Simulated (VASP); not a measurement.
Wanted: the native input for a VASP 6.6.1 run.

- Task: relaxation of cell and atoms
- Functional: PBEsol-based global hybrid with 25 % exact exchange
- Potentials or basis: VASP PAW PBE potentials, release 64 (C)
- Cutoff: 600 eV
- k mesh: 7 × 7 × 4
- Occupations: fermi-dirac, width 0.05 eV
- Spin: no spin polarisation
- Dipole correction: no
- Grid for exact exchange (PRECFOCK): Normal
- Share of exact exchange: 0.25
- Further INCAR settings: ALGO = Normal; EDIFF = 1e-06; IBRION = 2; EDIFFG = -0.01; NSW = 60; ISIF = 3

The system is C.

```
CELL_PARAMETERS angstrom
2.12732 -1.22828 0.00000
2.12732 1.22828 0.00000
-1.37907 0.00000 3.50283
ATOMIC_POSITIONS crystal
C 0.16664 0.16664 0.99991
C 0.83336 0.83336 0.00009
```

These files were run (other wordings do the same):

POSCAR

```
C
1.0
    2.1273203072     -1.2282824400      0.0000000000
    2.1273203072      1.2282824400      0.0000000000
   -1.3790696309      0.0000000000      3.5028300786
C
2
Direct
    0.1666444700      0.1666444700      0.9999069600
    0.8333555300      0.8333555300      0.0000930400
```

INCAR.step1

```
ALGO = Normal ; EDIFF = 1E-5
ENCUT = 600 ; GGA = PE
ISMEAR = -1 ; LASPH = True
LCHARG = False ; LREAL = False
LWAVE = True ; NBANDS = 11
NELM = 60 ; PREC = Accurate
SIGMA = 0.05
```

INCAR.step2

```
AEXX = 0.25 ; ALGO = Normal
EDIFF = 1E-6 ; EDIFFG = -0.01
ENCUT = 600 ; GGA = PS
IBRION = 2 ; ISIF = 3
ISMEAR = -1 ; ISTART = 1
LASPH = True ; LCHARG = False
LHFCALC = True ; LREAL = False
LWAVE = False ; NELM = 60
NSW = 60 ; PREC = Accurate
PRECFOCK = Normal ; SIGMA = 0.05
```

KPOINTS

```
k-points
0
Gamma
  7 7 4
```

Potentials or basis: VASP PAW PBE potentials, release 64 (C).

Launch:

```console
$ cat potpaw_PBE.64/C/POTCAR > POTCAR
$ cp INCAR.step1 INCAR
$ mpirun -np 1 vasp_std > vasp.out
$ cp INCAR.step2 INCAR
$ mpirun -np 1 vasp_std > vasp.out
```

Results of the run:

* Relaxed volume: 9.07 Å³/atom
* Relaxed cell: a = 2.445 Å, b = 2.445 Å, c = 3.762 Å, α = 108.42°, β = 108.42°, γ = 60.00°
* Space group after relaxing (to 0.1 Å): R-3m (No. 166)
* Energy gained by relaxing: 1.7 meV/atom
* Ionic steps: 3
* Pressure after relaxing: 0.0 GPa
* Largest force after relaxing: 0.005 eV/Å

Caveat: the k points lie up to 0.45 Å⁻¹ apart in the final cell; this functional lacks dispersion, which binds layers or chains, so the pressure and a relaxed spacing across them are unreliable; the PAW data sets were made with another functional, which shifts forces and pressure a little.

Wall time 28 min on 1 thread of Intel(R) Xeon(R) Platinum 8259CL CPU @ 2.50GHz (Skylake/Cascade Lake) (shared host), peak memory 0.14 GiB.
